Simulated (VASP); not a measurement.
# Li (a cell with a defect) in VASP: single point with PBE+D3(BJ)

Aim: the single point of Li (a cell with a defect) with PBE+D3(BJ).

Everything below comes from runs of VASP 6.6.1. Logs are shortened: lines on timing, memory, paths and dates and some standing lists are left out, and cuts for length are marked.

### Step 1. The cell of the first run

The cell holds a defect, 17 atoms: a = 6.980 Å, b = 6.980 Å, c = 6.980 Å, α = 90.00°, β = 90.00°, γ = 90.00°.

### Step 2. Single point, PBE+D3(BJ)

INCAR

```
PREC = Accurate ; ENCUT = 520
EDIFF = 1E-7 ; ISMEAR = 0
SIGMA = 0.15 ; LREAL = Auto
LASPH = True ; NELM = 100
ALGO = Normal ; ISIF = 2
LWAVE = False ; LCHARG = False
GGA = PE ; IVDW = 12
NBANDS = 40
```

KPOINTS

```
regular mesh
0
Gamma
  3 3 3
```

POSCAR

```
Li
1.0
    6.9800000000      0.0000000000      0.0000000000
    0.0000000000      6.9800000000      0.0000000000
    0.0000000000      0.0000000000      6.9800000000
Li
17
Direct
   -0.0012614613     -0.0019624642     -0.0255455587
    0.5136104585      0.0241074499      0.0051904011
    0.0380233524      0.5142593123     -0.0131111748
    0.0433578797      0.0066191977      0.4911087393
    0.1995011461      0.2672220630      0.2535898281
    0.4631532951      0.4491323782      0.0510469914
    0.4701171920      0.0629987106      0.4396315186
    0.7812671920      0.2690325215      0.2529094556
    0.0052797994      0.5430107450      0.5232315186
    0.2673664756      0.7620929799      0.2372723496
    0.2679740688      0.2602836676      0.7419358166
    0.5042131805      0.5139359599      0.4877542980
    0.7638222063      0.7590962751      0.2448823782
    0.7598204871      0.2676229226      0.7389647564
    0.2967382521      0.7690856734      0.7500554441
    0.7016065903      0.6433598854      0.8706548711
    0.7255489971     -0.1145759312      0.6280214900
```

Potentials or basis: VASP PAW PBE potentials, release 64 (Li_sv).

Run with:

```console
cat potpaw_PBE.64/Li_sv/POTCAR > POTCAR
mpirun -np 1 vasp_std > vasp.out
```

OUTCAR:

```text
PREC = Accurate
   ENCUT = 520
   EDIFF = 1E-7
   ISMEAR = 0
   LREAL = Auto
   LASPH = True
   NELM = 100
   ISIF = 2
   GGA = PE
   IVDW = 12
 IVDW          = 12

 ion  position               nearest neighbor table
   1  0.999  0.998  0.974-
   2  0.514  0.024  0.005-
   3  0.038  0.514  0.987-
   4  0.043  0.007  0.491-  17 2.56
   5  0.200  0.267  0.254-
   6  0.463  0.449  0.051-  16 2.49
   7  0.470  0.063  0.440-  17 2.54
   8  0.781  0.269  0.253-
   9  0.005  0.543  0.523-
  10  0.267  0.762  0.237-
  11  0.268  0.260  0.742-
  12  0.504  0.514  0.488-
  13  0.764  0.759  0.245-
  14  0.760  0.268  0.739-
  15  0.297  0.769  0.750-
  16  0.702  0.643  0.871-  17 2.40   6 2.49
  17  0.726  0.885  0.628-  16 2.40   7 2.54   4 2.56

  LATTYP: Found a simple cubic cell.
 ALAT       =     6.9800000000

  Lattice vectors:

 A1 = (   6.9800000000,   0.0000000000,   0.0000000000)
 A2 = (   0.0000000000,   6.9800000000,   0.0000000000)
 A3 = (   0.0000000000,   0.0000000000,   6.9800000000)

Analysis of symmetry for initial positions (statically):
=====================================================================
 Subroutine PRICEL returns:
 Original cell was already a primitive cell.

 Routine SETGRP: Setting up the symmetry group for a
 simple cubic supercell.

 Subroutine GETGRP returns: Found  1 space group operations
 (whereof  1 operations were pure point group operations)
 out of a pool of 48 trial point group operations.

The static configuration has the point symmetry C_1 .

Analysis of symmetry for dynamics (positions and initial velocities):
=====================================================================
 Subroutine PRICEL returns:
 Original cell was already a primitive cell.

 Routine SETGRP: Setting up the symmetry group for a
 simple cubic supercell.

 Subroutine GETGRP returns: Found  1 space group operations
 (whereof  1 operations were pure point group operations)
 out of a pool of 48 trial point group operations.

The dynamic configuration has the point symmetry C_1 .

 Subroutine INISYM returns: Found  1 space group operations
 (whereof  1 operations are pure point group operations),
 and found     1 'primitive' translations

----------------------------------------------------------------------------------------

                                     Primitive cell

  volume of cell :     340.0684

  direct lattice vectors                    reciprocal lattice vectors
     6.980000000  0.000000000  0.000000000     0.143266476  0.000000000  0.000000000
     0.000000000  6.980000000  0.000000000     0.000000000  0.143266476  0.000000000
     0.000000000  0.000000000  6.980000000     0.000000000  0.000000000  0.143266476

  length of vectors
     6.980000000  6.980000000  6.980000000     0.143266476  0.143266476  0.143266476

  position of ions in fractional coordinates (direct lattice)
     0.998738539  0.998037536  0.974454441
     0.513610458  0.024107450  0.005190401
     0.038023352  0.514259312  0.986888825
     0.043357880  0.006619198  0.491108739
     0.199501146  0.267222063  0.253589828
     0.463153295  0.449132378  0.051046991
[... 9 lines left out ...]
     0.701606590  0.643359885  0.870654871
     0.725548997  0.885424069  0.628021490

  ion indices of the primitive-cell ions
   primitive index   ion index
                 1           1
                 2           2
                 3           3
                 4           4
                 5           5
                 6           6
[... 9 lines left out ...]
                16          16
                17          17

----------------------------------------------------------------------------------------

 KPOINTS: regular mesh

Automatic generation of k-mesh.
 Grid dimensions read from file:
 generate k-points for:    3    3    3

 Generating k-lattice:

  Cartesian coordinates                     Fractional coordinates (reciprocal lattice)
     0.047755492  0.000000000  0.000000000     0.333333333  0.000000000  0.000000000
     0.000000000  0.047755492  0.000000000     0.000000000  0.333333333  0.000000000
     0.000000000  0.000000000  0.047755492     0.000000000  0.000000000  0.333333333

  Length of vectors
     0.047755492  0.047755492  0.047755492

  Shift w.r.t. Gamma in fractional coordinates (k-lattice)
     0.000000000  0.000000000  0.000000000

 Subroutine IBZKPT returns following result:
 ===========================================

 Found     14 irreducible k-points:

 Following reciprocal coordinates:
            Coordinates               Weight
  0.000000  0.000000  0.000000      1.000000
  0.333333  0.000000  0.000000      2.000000
  0.000000  0.333333  0.000000      2.000000
  0.000000  0.000000  0.333333      2.000000
  0.333333  0.333333  0.000000      2.000000
  0.000000  0.333333  0.333333      2.000000
  0.333333  0.000000  0.333333      2.000000
 -0.333333  0.333333  0.000000      2.000000
 -0.333333  0.000000  0.333333      2.000000
  0.000000 -0.333333  0.333333      2.000000
  0.333333  0.333333  0.333333      2.000000
 -0.333333  0.333333  0.333333      2.000000
 -0.333333 -0.333333  0.333333      2.000000
  0.333333 -0.333333  0.333333      2.000000
   k-points           NKPTS =     14   k-points in BZ     NKDIM =     14   number of bands    NBANDS=     40
   number of dos      NEDOS =    301   number of ions     NIONS =     17
   total plane-waves  NPLWV = 157464
   dimension x,y,z NGX =    54 NGY =   54 NGZ =   54
   dimension x,y,z NGXF=   108 NGYF=  108 NGZF=  108
   ions per type =              17
   NGX,Y,Z   is equivalent  to a cutoff of  12.86, 12.86, 12.86 a.u.
   NGXF,Y,Z  is equivalent  to a cutoff of  25.72, 25.72, 25.72 a.u.
 SYSTEM =  unknown system
   PREC   = accura    normal or accurate (medium, high low for compatibility)
   ISTART =      0    job   : 0-new  1-cont  2-samecut
   ICHARG =      2    charge: 1-file 2-atom 10-const
   ISPIN  =      1    spin polarized calculation?
   LNONCOLLINEAR =      F non collinear calculations
   LSORBIT =      F    spin-orbit coupling
   LASPH  =      T    aspherical Exc in radial PAW
   ENCUT  =  520.0 eV  38.22 Ry    6.18 a.u.  12.98 12.98 12.98*2*pi/ulx,y,z
   NELM   =    100;   NELMIN=  2; NELMDL= -5     # of ELM steps
   EDIFF  = 0.1E-06   stopping-criterion for ELM
   LREAL  =      T    real-space projection
   EDIFFG = 0.1E-05   stopping-criterion for IOM
   NSW    =      0    number of steps for IOM
   IBRION =     -1    ionic relax: 0-MD 1-quasi-New 2-CG
   NFREE  =      0    steps in history (QN), initial steepest desc. (CG)
   ISIF   =      2    stress and relaxation
   ISYM   =      2    0-nonsym 1-usesym 2-fastsym
   POTIM  = 0.5000    time-step for ionic-motion
   TEBEG  =    0.0;   TEEND  =   0.0 temperature during run
   PSTRESS=    0.0 pullay stress
   NELECT =      51.0000    total number of electrons
   NUPDOWN=      -1.0000    fix difference up-down
   EMIN   =  10.00;   EMAX   =-10.00  energy-range for DOS
   EFERMI =   0.00;   METHOD = LEGACY
   ISMEAR =     0;   SIGMA  =   0.15  broadening in eV -4-tet -1-fermi 0-gaus
   EFERMI_NEDOS =   21; number of points for ismear=-14 and -15
   IALGO  =     38    algorithm
   IMIX   =      4    mixing-type and parameters
     AMIX     =   0.40;   BMIX     =  1.00
     AMIX_MAG =   1.60;   BMIX_MAG =  1.00
  volume/ion in A,a.u.               =      20.00       134.99
  Fermi-wavevector in a.u.,A,eV,Ry     =   0.869780  1.643646 10.293044  0.756517
  Thomas-Fermi vector in A             =   1.988651
   LORBIT       =      0    0 simple, 1 ext, 2 COOP (PROOUT), +10 PAW based schemes
   GGA     = PE    functional components
   LHFCALC =     F    Hartree Fock is set to
   AEXX    =    0.0000 exact exchange contribution
   IVDW    =    12    specifies the selected vdW correction
   LEPSILON=     F    determine dielectric tensor
   LRPA    =     F    only Hartree local field effects (RPA)
 non-spin polarized calculation
 Gauss-broadening in eV      SIGMA  =   0.15
  energy-cutoff  :      520.00
  volume of cell :      340.07
 maximum number of plane-waves:      9180
 NGX is ok and might be reduce to    54
   NGX = 25   NGY = 25   NGZ = 25

 number of electron      51.0000005 magnetization

 Free energy of the ion-electron system (eV)
  ---------------------------------------------------
  ext. energy  EPLUGINS =         0.00000000
  ---------------------------------------------------
  free energy    TOTEN  =       -31.77999513 eV

  energy without entropy =      -31.69466753  energy(sigma->0) =      -31.73733133

 E-fermi :   0.5923     XC(G=0):  -7.0710

 val. band max:        0.5843864810   @ k =   0.0000  -0.3333   0.3333
 cond. band min:       0.5970363702   @ k =   0.0000  -0.3333   0.3333
 fundamental gap:      0.0126498892
 Fermi energy:         0.5922878303

 k-point     1 :       0.0000    0.0000    0.0000
  band No.  band energies     occupation
      1     -46.0264      2.00000
      2     -45.9906      2.00000
      3     -45.9460      2.00000
      4     -45.9187      2.00000
      5     -45.9144      2.00000
      6     -45.9119      2.00000
[... 29 lines left out ...]
     36       3.6300      0.00000
     37       3.7034      0.00000

 k-point     2 :       0.3333    0.0000    0.0000
  band No.  band energies     occupation
      1     -46.0264      2.00000
      2     -45.9906      2.00000
      3     -45.9460      2.00000
      4     -45.9187      2.00000
      5     -45.9144      2.00000
      6     -45.9119      2.00000
[... 29 lines left out ...]
     36       3.8000      0.00000
     37       3.8817      0.00000
[... 438 lines left out ...]
     36       3.7693      0.00000
     37       3.9224      0.00000

 k-point    14 :       0.3333   -0.3333    0.3333
  band No.  band energies     occupation
      1     -46.0261      2.00000
      2     -45.9910      2.00000
      3     -45.9460      2.00000
      4     -45.9183      2.00000
      5     -45.9147      2.00000
      6     -45.9120      2.00000
[... 29 lines left out ...]
     36       3.7404      0.00000
     37       3.9075      0.00000
 [bands above 37 left out]

------------------------ aborting loop because EDIFF is reached ----------------------------------------

 Edisp (eV)   -2.91822

 E8    (eV) :    -1.2172

  FORCE on cell =-STRESS in cart. coord.  units (eV):
  Direction    XX          YY          ZZ          XY          YZ          ZX
  --------------------------------------------------------------------------------------
  -------------------------------------------------------------------------------------
  Total      -2.02953    -2.55582    -2.51450     0.17265    -0.75385    -0.04146
  in kB      -9.56182   -12.04132   -11.84668     0.81340    -3.55166    -0.19535
  external pressure =      -11.15 kB  Pullay stress =        0.00 kB

 VOLUME and BASIS-vectors are now :
 -----------------------------------------------------------------------------
  energy-cutoff  :      520.00
  volume of cell :      340.07
      direct lattice vectors                 reciprocal lattice vectors
     6.980000000  0.000000000  0.000000000     0.143266476  0.000000000  0.000000000
     0.000000000  6.980000000  0.000000000     0.000000000  0.143266476  0.000000000
     0.000000000  0.000000000  6.980000000     0.000000000  0.000000000  0.143266476

 POSITION                                       TOTAL-FORCE (eV/Angst)
 -----------------------------------------------------------------------------------
      6.97120      6.96630      6.80169         0.007541     -0.016597     -0.003357
      3.58500      0.16827      0.03623         0.006798     -0.008222     -0.011919
      0.26540      3.58953      6.88848        -0.000710      0.028085     -0.021040
      0.30264      0.04620      3.42794         0.031898     -0.013064      0.031033
      1.39252      1.86521      1.77006        -0.015892      0.019897     -0.014828
      3.23281      3.13494      0.35631         0.008432     -0.029699      0.036268
[... 9 lines left out ...]
      4.89721      4.49065      6.07717        -0.010188      0.009873     -0.017627
      5.06433      6.18026      4.38359        -0.038080     -0.023113      0.025560
 -----------------------------------------------------------------------------------
    total drift:                               -0.003309     -0.008613      0.006358

  FREE ENERGIE OF THE ION-ELECTRON SYSTEM (eV)
  ---------------------------------------------------
  free  energy   TOTEN  =       -34.6982171880 eV

  energy  without entropy=      -34.6128895893  energy(sigma->0) =      -34.65555339
```

Run time: 8.7 min. Hardware: 1 thread of Intel Xeon 6975P-C, shared host; peak memory 0.41 GiB.

Results:

```yaml
Free_energy: -34.6982 eV
Largest_force: 0.051 eV/Å
Dispersion_energy_per_atom: -0.172 eV
```

Forces on the atoms (eV/Å):
```
Li   0.008 -0.017 -0.003
Li   0.007 -0.008 -0.012
Li  -0.001  0.028 -0.021
Li   0.032 -0.013  0.031
Li  -0.016  0.020 -0.015
Li   0.008 -0.030  0.036
Li   0.015  0.015 -0.023
Li  -0.022  0.005 -0.009
Li  -0.001 -0.005  0.000
Li  -0.002  0.005 -0.006
Li  -0.003  0.002 -0.007
Li   0.007 -0.005  0.018
Li   0.008  0.011  0.017
Li   0.016  0.002 -0.008
Li  -0.008  0.003 -0.006
Li  -0.010  0.010 -0.018
Li  -0.038 -0.023  0.026
```

Caveat: the cutoff is under 1.25 times the usual one of these potentials, so pressure, stress and relaxed cells hold a basis-set (Pulay) error.
